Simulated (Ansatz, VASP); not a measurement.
Cd7W in VASP and in Ansatz

```xyz
8
Lattice="0.0000 4.8561 4.8561 4.8561 0.0000 4.8561 4.8561 4.8561 0.0000" Properties=species:S:1:pos:R:3 pbc="T T T"
Cd    0.0000    2.4281    2.4281
Cd    4.8561    2.4281    2.4281
Cd    2.4281    0.0000    2.4281
Cd    2.4281    4.8561    2.4281
Cd    2.4281    2.4281    0.0000
Cd    2.4281    2.4281    4.8561
Cd    0.0000    0.0000    0.0000
W     4.8561    4.8561    4.8561
```

Alike in both runs: task relaxation of cell and atoms; functional PBE; k mesh 4 × 4 × 4; occupations gaussian, width 0.1 eV; no spin polarisation.

|  | VASP | Ansatz |
| --- | --- | --- |
| version | VASP 6.6.1 | Ansatz 0.2.0 |
| potentials or method | VASP PAW PBE potentials, release 64 (Cd, W_sv), cutoff 600 eV | scalar-relativistic, plane waves, PAW |
| valence electrons in the cell | 98 | 154 |

VASP gave:

| Item | Value |
| --- | --- |
| gap on the k mesh at the Fermi level, each at its own relaxed structure (eV) | none |
| relaxed volume (Å³/atom) | 20.75 |
| relaxed length of the cell vector where the two differ most in proportion (Å) | 6.169 |

Q: Which values does Ansatz return?

A: gap on the k mesh at the Fermi level, each at its own relaxed structure (eV): none; relaxed volume (Å³/atom): 20.61; relaxed length of the cell vector where the two differ most in proportion (Å): 6.155.

A gap of «none» marks a metal or a gap that the smearing closes. VASP's potentials hold 98 valence electrons a cell and Ansatz's 154, so a difference there can come from the potentials and not from the codes.

Neither program's run includes spin-orbit coupling. Noted on VASP's run: the volume moved by over 15 % at a fixed basis, so the end points are rough.
